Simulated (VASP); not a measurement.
DyW2:

```
Dy W
1.0
     0.00000    3.20782    3.20782
     3.20782    0.00000    3.20782
     3.20782    3.20782    0.00000
Dy W
1 2
Cartesian
  3.2078 3.2078 3.2078
  0.0000 0.0000 0.0000
  1.6039 1.6039 1.6039
```

The cell was generated, and may not be a known phase.

Base run:

| Property | Result |
| --- | --- |
| Program | VASP 6.6.1 |
| Functional | PBE |
| Potentials or basis | VASP PAW PBE potentials, release 64 (Dy_3, W_sv), 4f in core |
| Cutoff | 500 eV |
| k mesh | 12 × 12 × 12 |
| Occupations | gaussian, width 0.1 eV |
| Spin | no spin polarisation |

Its results: band gap on the k mesh zero (an odd number of electrons rules out a gap without spin polarisation); pressure 0.5 GPa.

The run is repeated on the same cell with these changes: hubbard terms from none to W d U = 3.0 eV. What comes out?

Band gap on the k mesh zero (an odd number of electrons rules out a gap without spin polarisation); pressure 3.4 GPa.

Caveats: spin-orbit coupling is left out, which moves the levels of the heavy elements; the 4f electrons are frozen in the core, so they carry no moment and show no levels; the cell stands under pressure (at least some runs); U without spin polarisation on a metal has little footing (at least some runs).
